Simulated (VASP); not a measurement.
The system is V.

```
V
1.0
    -1.46365    1.46365    1.46365
     1.46365   -1.46365    1.46365
     1.46365    1.46365   -1.46365
V
1
Direct
  0.00000 0.00000 0.00000
```

Base run:

| Item | Value |
| --- | --- |
| Program | VASP 6.6.1 |
| Functional | LDA |
| Potentials or basis | VASP PAW LDA potentials, release 64 (V_sv) |
| Cutoff | 520 eV |
| k mesh | 15 × 15 × 15 |
| Occupations | methfessel-paxton, width 0.2 eV |
| Spin | no spin polarisation |

Its results: pressure 0.2 GPa.

The run is repeated on the same cell with these changes: occupations from methfessel-paxton, width 0.2 eV to fermi-dirac, width 0.6 eV. What comes out?

Pressure 11.3 GPa.
